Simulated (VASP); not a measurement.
# Si62As (a cell with a defect) in VASP: single point with LDA

Aim: the single point of Si62As (a cell with a defect) with LDA.

Everything below comes from runs of VASP 6.6.1. Logs are shortened: lines on timing, memory, paths and dates and some standing lists are left out, and cuts for length are marked.

### Step 1. The cell of the first run

The cell holds a defect, 63 atoms: a = 10.860 Å, b = 10.860 Å, c = 10.860 Å, α = 90.00°, β = 90.00°, γ = 90.00°.

### Step 2. Single point, LDA

Contents of INCAR:

```
SYSTEM = Si62As
PREC = Accurate
ENCUT = 520
EDIFF = 1E-6
ISMEAR = -1
SIGMA = 0.05
LREAL = Auto
LASPH = .TRUE.
NELM = 80
ALGO = Normal
ISIF = 2
LWAVE = .FALSE.
LCHARG = .TRUE.
GGA = CA
LELF = .TRUE.
LVHAR = .TRUE.
NBANDS = 164
NELECT = 252.0
```

Contents of KPOINTS:

```
Automatic mesh
0
G
  1 1 1
  0 0 0
```

Contents of POSCAR:

```
Si62As
1.0
   10.8600000000      0.0000000000      0.0000000000
    0.0000000000     10.8600000000      0.0000000000
    0.0000000000      0.0000000000     10.8600000000
Si As
62 1
Direct
    0.5007856354     -0.0012135359      0.0028116022
    0.6274843462      0.1193193370      0.1307026703
    0.7492985267      0.2492201657      0.0008127072
    0.8762542357      0.3750205341      0.1244954880
    0.7532671271     -0.0068512891      0.2568686924
    0.8748204420      0.1247203499      0.3758297422
    0.0002249540      0.0016165746     -0.0001122468
    0.1271210866      0.1236307551      0.1263875691
    0.2495054328      0.2500533149     -0.0000093002
    0.3759323204      0.3724295580      0.1263837937
    0.4979360037      0.4993257827     -0.0001306630
    0.6253515654      0.6246926335      0.1253020258
    0.7498143646      0.7497343462     -0.0003016575
    0.8748469613      0.8741929098      0.1253212707
    0.2523604972     -0.0012267035      0.2512428177
    0.3803572744      0.1192139042      0.3779154696
    0.5008042357      0.2472177716      0.2512505525
    0.6244796501      0.3745616022      0.3749534991
    0.7487021179      0.5001883057      0.2497093923
    0.8678257827      0.6317225599      0.3708781768
    0.5065705341     -0.0070259669      0.5037047882
    0.6253499079      0.1247133517      0.6253147330
    0.7498117864      0.2503508287      0.5003071823
    0.8734209024      0.3779405157      0.6238687845
    0.7486970534      0.0003001842      0.7498223757
    0.8762350829      0.1255365562      0.8749895948
   -0.0017580110      0.5013280847     -0.0026644567
    0.1245524862      0.6233575506      0.1244696133
    0.2504781768      0.7503199816      0.0009186924
    0.3804047882      0.8720972376      0.1308536832
    0.0002420810      0.2501311234      0.2484233886
    0.1239768877      0.3756235727      0.3757604972
    0.2494272560      0.4993404236      0.2483707182
    0.3748165746      0.6247042357      0.3758222836
    0.5066177716      0.7462996317      0.2570932781
   -0.0006554328      0.0002930939      0.4991562615
    0.1245431860      0.1255408840      0.6266604052
    0.2504566298      0.2491329650      0.4997218232
    0.3740323204      0.3750065378      0.6267052486
    0.4992293738      0.5001987109      0.4991691529
    0.6204271639      0.6318537753      0.6181623389
    0.8678699816      0.8791279926      0.6183415285
    0.2494358195      0.0016513812      0.7506767956
    0.3759152855      0.1236562615      0.8775963168
    0.4979568140      0.2501455801      0.7507073665
    0.6253453039      0.3757021179      0.8743337017
    0.7466136280      0.5058044199      0.7442180479
    0.8734023941      0.6261697053      0.8720874770
   -0.0006239411      0.7508616943      0.2497360958
    0.1250270718      0.8750896869      0.3749494475
   -0.0061377532      0.5057019337      0.4970471455
    0.1216211786      0.6261437385      0.6238775322
    0.2492160221      0.7497361878      0.5003115101
    0.3748491713      0.8742010129      0.6253330571
   -0.0017387661      0.2526872928      0.7487053407
    0.1247438306      0.3748238490      0.8752150092
    0.2468708103      0.5013068140      0.7487091160
    0.3740150092      0.6233325046      0.8750115101
    0.4992557090      0.7508516575      0.7498421731
    0.6244813996      0.8750855433      0.8754859116
   -0.0060948435      0.7529715470      0.7443648250
    0.1239988029      0.8742832413      0.8744320442
    0.6875558932      0.8118075506      0.4382314917
```

Potentials or basis: VASP PAW LDA potentials, release 64 (Si, As).

On the command line:

```console
$ cat potpaw_LDA.64/Si/POTCAR potpaw_LDA.64/As/POTCAR > POTCAR
$ mpirun -np 1 vasp_gam > vasp.out
```

OUTCAR:

```text
SYSTEM = Si62As
   PREC = Accurate
   ENCUT = 520
   EDIFF = 1E-6
   ISMEAR = -1
   LREAL = Auto
   LASPH = .TRUE.
   NELM = 80
   ISIF = 2
   GGA = CA
   NELECT = 252.0

 ion  position               nearest neighbor table
   1  0.501  0.999  0.003-  60 2.35  44 2.35  30 2.35   2 2.35
   2  0.627  0.119  0.131-   1 2.35  17 2.35   5 2.37   3 2.39
   3  0.749  0.249  0.001-   4 2.36  26 2.36  46 2.36   2 2.39
   4  0.876  0.375  0.124-  31 2.34  27 2.35   3 2.36  19 2.37
   5  0.753  0.993  0.257-  14 2.34   6 2.34   2 2.37  63 2.88
   6  0.875  0.125  0.376-  36 2.33   5 2.34  23 2.35  31 2.37
[... 54 lines left out ...]
  61  0.994  0.753  0.744-  48 2.35  52 2.35  42 2.37  62 2.39
  62  0.124  0.874  0.874-  43 2.36   7 2.36  29 2.36  61 2.39
  63  0.688  0.812  0.438-  41 2.86  20 2.86  42 2.86  35 2.87  21 2.87   5 2.88

  LATTYP: Found a simple cubic cell.
 ALAT       =    10.8600000000

  Lattice vectors:

 A1 = (  10.8600000000,   0.0000000000,   0.0000000000)
 A2 = (   0.0000000000,  10.8600000000,   0.0000000000)
 A3 = (   0.0000000000,   0.0000000000,  10.8600000000)

Analysis of symmetry for initial positions (statically):
=====================================================================
 Subroutine PRICEL returns:
 Original cell was already a primitive cell.

 Routine SETGRP: Setting up the symmetry group for a
 simple cubic supercell.

 Subroutine GETGRP returns: Found  1 space group operations
 (whereof  1 operations were pure point group operations)
 out of a pool of 48 trial point group operations.

The static configuration has the point symmetry C_1 .

Analysis of symmetry for dynamics (positions and initial velocities):
=====================================================================
 Subroutine PRICEL returns:
 Original cell was already a primitive cell.

 Routine SETGRP: Setting up the symmetry group for a
 simple cubic supercell.

 Subroutine GETGRP returns: Found  1 space group operations
 (whereof  1 operations were pure point group operations)
 out of a pool of 48 trial point group operations.

The dynamic configuration has the point symmetry C_1 .

 Subroutine INISYM returns: Found  1 space group operations
 (whereof  1 operations are pure point group operations),
 and found     1 'primitive' translations

----------------------------------------------------------------------------------------

                                     Primitive cell

  volume of cell :    1280.8241

  direct lattice vectors                    reciprocal lattice vectors
    10.860000000  0.000000000  0.000000000     0.092081031  0.000000000  0.000000000
     0.000000000 10.860000000  0.000000000     0.000000000  0.092081031  0.000000000
     0.000000000  0.000000000 10.860000000     0.000000000  0.000000000  0.092081031

  length of vectors
    10.860000000 10.860000000 10.860000000     0.092081031  0.092081031  0.092081031

  position of ions in fractional coordinates (direct lattice)
     0.500785635  0.998786464  0.002811602
     0.627484346  0.119319337  0.130702670
     0.749298527  0.249220166  0.000812707
     0.876254236  0.375020534  0.124495488
     0.753267127  0.993148711  0.256868692
     0.874820442  0.124720350  0.375829742
[... 55 lines left out ...]
     0.123998803  0.874283241  0.874432044
     0.687555893  0.811807551  0.438231492

  ion indices of the primitive-cell ions
   primitive index   ion index
                 1           1
                 2           2
                 3           3
                 4           4
                 5           5
                 6           6
[... 55 lines left out ...]
                62          62
                63          63

----------------------------------------------------------------------------------------

 KPOINTS: Automatic mesh

Automatic generation of k-mesh.
 Grid dimensions read from file:
 generate k-points for:    1    1    1

 Generating k-lattice:

  Cartesian coordinates                     Fractional coordinates (reciprocal lattice)
     0.092081031  0.000000000  0.000000000     1.000000000  0.000000000  0.000000000
     0.000000000  0.092081031  0.000000000     0.000000000  1.000000000  0.000000000
     0.000000000  0.000000000  0.092081031     0.000000000  0.000000000  1.000000000

  Length of vectors
     0.092081031  0.092081031  0.092081031

  Shift w.r.t. Gamma in fractional coordinates (k-lattice)
     0.000000000  0.000000000  0.000000000

 Subroutine IBZKPT returns following result:
 ===========================================

 Found      1 irreducible k-points:

 Following reciprocal coordinates:
            Coordinates               Weight
  0.000000  0.000000  0.000000      1.000000
   k-points           NKPTS =      1   k-points in BZ     NKDIM =      1   number of bands    NBANDS=    164
   number of dos      NEDOS =    301   number of ions     NIONS =     63
   total plane-waves  NPLWV = 592704
   dimension x,y,z NGX =    84 NGY =   84 NGZ =   84
   dimension x,y,z NGXF=   168 NGYF=  168 NGZF=  168
   ions per type =              62   1
   NGX,Y,Z   is equivalent  to a cutoff of  12.86, 12.86, 12.86 a.u.
   NGXF,Y,Z  is equivalent  to a cutoff of  25.72, 25.72, 25.72 a.u.
 SYSTEM =  Si62As
   PREC   = accura    normal or accurate (medium, high low for compatibility)
   ISTART =      0    job   : 0-new  1-cont  2-samecut
   ICHARG =      2    charge: 1-file 2-atom 10-const
   ISPIN  =      1    spin polarized calculation?
   LNONCOLLINEAR =      F non collinear calculations
   LSORBIT =      F    spin-orbit coupling
   LASPH  =      T    aspherical Exc in radial PAW
   ENCUT  =  520.0 eV  38.22 Ry    6.18 a.u.  20.19 20.19 20.19*2*pi/ulx,y,z
   NELM   =     80;   NELMIN=  2; NELMDL= -5     # of ELM steps
   EDIFF  = 0.1E-05   stopping-criterion for ELM
   LREAL  =      T    real-space projection
   EDIFFG = 0.1E-04   stopping-criterion for IOM
   NSW    =      0    number of steps for IOM
   IBRION =     -1    ionic relax: 0-MD 1-quasi-New 2-CG
   NFREE  =      0    steps in history (QN), initial steepest desc. (CG)
   ISIF   =      2    stress and relaxation
   ISYM   =      2    0-nonsym 1-usesym 2-fastsym
   POTIM  = 0.5000    time-step for ionic-motion
   TEBEG  =    0.0;   TEEND  =   0.0 temperature during run
   PSTRESS=    0.0 pullay stress
   NELECT =     252.0000    total number of electrons
   NUPDOWN=      -1.0000    fix difference up-down
   EMIN   =  10.00;   EMAX   =-10.00  energy-range for DOS
   EFERMI =   0.00;   METHOD = LEGACY
   ISMEAR =    -1;   SIGMA  =   0.05  broadening in eV -4-tet -1-fermi 0-gaus
   EFERMI_NEDOS =   21; number of points for ismear=-14 and -15
   IALGO  =     38    algorithm
   IMIX   =      4    mixing-type and parameters
     AMIX     =   0.40;   BMIX     =  1.00
     AMIX_MAG =   1.60;   BMIX_MAG =  1.00
  volume/ion in A,a.u.               =      20.33       137.20
  Fermi-wavevector in a.u.,A,eV,Ry     =   0.952164  1.799329 12.335269  0.906617
  Thomas-Fermi vector in A             =   2.080702
   LORBIT       =      0    0 simple, 1 ext, 2 COOP (PROOUT), +10 PAW based schemes
   GGA     = CA    functional components
   LHFCALC =     F    Hartree Fock is set to
   AEXX    =    0.0000 exact exchange contribution
   IVDW    =     0    specifies the selected vdW correction
   LEPSILON=     F    determine dielectric tensor
   LRPA    =     F    only Hartree local field effects (RPA)
 non-spin polarized calculation
  energy-cutoff  :      520.00
  volume of cell :     1280.82
 maximum number of plane-waves:     17229
 NGX is ok and might be reduce to    84
   NGX = 41   NGY = 41   NGZ = 41

 number of electron     251.9999983 magnetization

 Free energy of the ion-electron system (eV)
  ---------------------------------------------------
  ext. energy  EPLUGINS =         0.00000000
  ---------------------------------------------------
  free energy    TOTEN  =      -370.99868733 eV

  energy without entropy =     -370.96444751  energy(sigma->0) =     -370.98156742

 E-fermi :   5.9368     XC(G=0):  -9.5449

 val. band max:        5.7686454287   @ k =   0.0000   0.0000   0.0000
 cond. band min:       6.1603789960   @ k =   0.0000   0.0000   0.0000
 fundamental gap:      0.3917335673
 Fermi energy:         5.9367787589

 k-point     1 :       0.0000    0.0000    0.0000
  band No.  band energies     occupation
      1      -6.2894      2.00000
      2      -5.4444      2.00000
      3      -5.2119      2.00000
      4      -5.2119      2.00000
      5      -5.1851      2.00000
      6      -5.1850      2.00000
[... 130 lines left out ...]
    137       6.7550      0.00000
    138       6.7804      0.00000
 [bands above 138 left out]

------------------------ aborting loop because EDIFF is reached ----------------------------------------

  FORCE on cell =-STRESS in cart. coord.  units (eV):
  Direction    XX          YY          ZZ          XY          YZ          ZX
  --------------------------------------------------------------------------------------
  -------------------------------------------------------------------------------------
  Total      -23.7468280    -23.7468932    -23.7483162      0.4320665      0.4334237     -0.4327585
  in kB      -29.7048055    -29.7048871    -29.7066671      0.5404701      0.5421678     -0.5413358
  external PRESSURE =     -29.7054533 kB  Pullay stress =       0.0000000 kB

 VOLUME and BASIS-vectors are now :
 -----------------------------------------------------------------------------
  energy-cutoff  :      520.00
  volume of cell :     1280.82
      direct lattice vectors                 reciprocal lattice vectors
    10.860000000  0.000000000  0.000000000     0.092081031  0.000000000  0.000000000
     0.000000000 10.860000000  0.000000000     0.000000000  0.092081031  0.000000000
     0.000000000  0.000000000 10.860000000     0.000000000  0.000000000  0.092081031

 POSITION                                       TOTAL-FORCE (eV/Angst)
 -----------------------------------------------------------------------------------
      5.43853     10.84682      0.03053         0.002772     -0.002545      0.008437
      6.81448      1.29581      1.41943        -0.026149      0.009454     -0.009110
      8.13738      2.70653      0.00883         0.016410     -0.004009      0.004784
      9.51612      4.07272      1.35202         0.003617     -0.005057     -0.002238
      8.18048     10.78560      2.78959        -0.009959     -0.003495      0.003905
      9.50055      1.35446      4.08151         0.025411      0.004804      0.002535
[... 55 lines left out ...]
      1.34663      9.49472      9.49633        -0.006772      0.025926     -0.007071
      7.46686      8.81623      4.75919         0.023803     -0.022388      0.019914
 -----------------------------------------------------------------------------------
    total drift:                                0.003082      0.003631     -0.006626

  FREE ENERGIE OF THE ION-ELECTRON SYSTEM (eV)
  ---------------------------------------------------
  free  energy   TOTEN  =      -370.9986873257 eV

  energy  without entropy=     -370.9644475078  energy(sigma->0) =     -370.98156742
```

Run time: 4.8 min. Hardware: 1 thread of Intel Xeon Platinum 8259CL at 2.50GHz (Skylake/Cascade Lake), shared host; peak memory 0.71 GiB.

Results:

```yaml
Free_energy: -370.9987 eV
Largest_force: 0.038 eV/Å
```

Forces on the atoms (eV/Å):
```
Si   0.003 -0.003  0.008
Si  -0.026  0.009 -0.009
Si   0.016 -0.004  0.005
Si   0.004 -0.005 -0.002
Si  -0.010 -0.003  0.004
Si   0.025  0.005  0.003
Si  -0.004 -0.011  0.000
Si   0.002  0.006 -0.006
Si   0.016 -0.019  0.019
Si  -0.006 -0.001 -0.006
Si   0.012  0.003  0.001
Si  -0.002 -0.022 -0.006
Si  -0.012  0.008 -0.022
Si   0.025 -0.003 -0.005
Si   0.008 -0.002  0.002
Si  -0.010  0.009 -0.023
Si   0.003 -0.008  0.003
Si   0.011 -0.016  0.010
Si  -0.008 -0.006 -0.026
Si  -0.014  0.015  0.029
Si   0.003 -0.003 -0.011
Si  -0.002  0.007  0.023
Si  -0.012  0.021 -0.008
Si  -0.003  0.001 -0.003
Si  -0.007  0.027  0.007
Si   0.003  0.003  0.005
Si   0.003 -0.003  0.001
Si   0.005 -0.002 -0.001
Si   0.004 -0.015  0.005
Si  -0.010  0.023 -0.009
Si  -0.004  0.000  0.011
Si  -0.007  0.007 -0.026
Si   0.000  0.004  0.013
Si  -0.004 -0.025  0.003
Si   0.002  0.011  0.002
Si   0.006  0.028 -0.009
Si   0.005  0.001  0.002
Si   0.004 -0.005  0.015
Si  -0.003 -0.005  0.001
Si  -0.027 -0.005 -0.009
Si   0.027  0.014 -0.014
Si  -0.014 -0.028 -0.015
Si   0.000 -0.013 -0.004
Si  -0.006  0.005  0.002
Si   0.012  0.000 -0.003
Si  -0.028  0.006 -0.007
Si   0.021 -0.008  0.008
Si  -0.003  0.002  0.000
Si   0.005  0.009 -0.027
Si   0.017 -0.010  0.010
Si   0.008 -0.008  0.019
Si  -0.001  0.004 -0.004
Si  -0.020  0.010 -0.011
Si  -0.004 -0.002  0.025
Si   0.003 -0.001  0.003
Si  -0.017  0.020 -0.021
Si   0.001 -0.003  0.003
Si  -0.002 -0.001  0.005
Si  -0.027  0.009  0.005
Si   0.011 -0.010  0.016
Si   0.008 -0.019  0.007
Si  -0.007  0.026 -0.007
As   0.024 -0.022  0.020
```

Levels at points of the mesh, in eV from the Fermi level:
| k point | band 123 | band 124 | band 125 | band 126 | band 127 | band 128 | band 129 | band 130 |
| --- | --- | --- | --- | --- | --- | --- | --- | --- |
| (0.00, 0.00, 0.00) | -0.77 | -0.76 | -0.76 | -0.17 | 0.22 | 0.22 | 0.27 | 0.27 |

Caveat: the k points lie up to 0.58 Å⁻¹ apart; the cell carries a net charge on a neutralising background, which shifts energy and pressure; the cell is charged against a uniform background, so pressure and absolute levels hang on convention.
